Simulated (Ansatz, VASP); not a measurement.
## WC: VASP beside Ansatz

```
W C
1.0
     2.74782    0.00000    0.00000
    -1.37391    2.37968    0.00000
     0.00000    0.00000    2.84982
W C
1 1
Direct
  0.00000 0.00000 0.00000
  0.66667 0.33333 0.50000
```

Alike in both runs: task single point; functional PBEsol; k mesh 18 × 18 × 14; occupations gaussian, width 0.1 eV; no spin polarisation.

|  | VASP | Ansatz |
| --- | --- | --- |
| version | VASP 6.6.1 | Ansatz 0.2.0 |
| potentials or method | VASP PAW PBE potentials, release 64 (W_sv, C), cutoff 520 eV | scalar-relativistic, plane waves, PAW |
| valence electrons in the cell | 18 | 18 |

VASP gave:

* gap on the k mesh at the Fermi level (eV): none
* pressure (GPa): 49.9
* traceless stress, the component that is largest in VASP (GPa): -31.64

**Question.** What did Ansatz give for the same quantities?

**Answer.** gap on the k mesh at the Fermi level (eV): none; pressure (GPa): 47.9; traceless stress, the component that is largest in VASP (GPa): -31.84.

VASP's potentials were made for PBE, not for PBEsol. A gap of «none» marks a metal or a gap that the smearing closes. Both programs put the cell under a high pressure, so it lies far from rest at this level. The functional is the same, so the differences come from potentials, cutoffs and numerics.

Spin-orbit coupling is off throughout.
